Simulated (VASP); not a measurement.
Crystal: SnO.

```xyz
2
Lattice="0.0000 2.5493 2.5493 2.5493 0.0000 2.5493 2.5493 2.5493 0.0000" Properties=species:S:1:pos:R:3 pbc="T T T"
Sn    0.0000    0.0000    0.0000
O     2.5493    2.5493    2.5493
```

* Program: VASP 6.6.1
* Task: relaxation of cell and atoms
* Functional: PBEsol
* Potentials or basis: VASP PAW PBE potentials, release 64 (Sn_d, O)
* Cutoff: 600 eV
* k mesh: 10 × 10 × 10
* Occupations: gaussian, width 0.02 eV
* Spin: no spin polarisation

At the start: pressure -3.5 GPa; volume 16.57 Å³/atom.

**Question.** How do energy, volume and symmetry change on relaxing?

**Answer.** Over 3 steps the energy falls by 6.4 meV/atom and the volume is 16.00 Å³/atom (-3.4 %); space group Fm-3m (No. 225, to 0.05 Å).

The path:
| step | energy change (eV) | largest force (eV/Å) | pressure (GPa) | volume (Å³) |
| --- | --- | --- | --- | --- |
| 1 | 0.0000 | 0.0000 | -3.46 | 33.14 |
| 2 | -0.0095 | 0.0000 | 1.92 | 31.45 |
| 3 | -0.0128 | 0.0000 | 0.01 | 32.00 |

Final structure:
```cif
data_structure
_symmetry_space_group_name_H-M 'P 1'
_symmetry_Int_Tables_number 1
_cell_length_a 3.5634
_cell_length_b 3.5634
_cell_length_c 3.5634
_cell_angle_alpha 60.000
_cell_angle_beta 60.000
_cell_angle_gamma 60.000
_cell_volume 32.00
loop_
_atom_site_label
_atom_site_type_symbol
_atom_site_fract_x
_atom_site_fract_y
_atom_site_fract_z
_atom_site_occupancy
Sn1 Sn 0.00000 0.00000 0.00000 1
O1 O 0.50000 0.50000 0.50000 1
```

Caveat: the PAW data sets were made with another functional, which shifts forces and pressure a little.
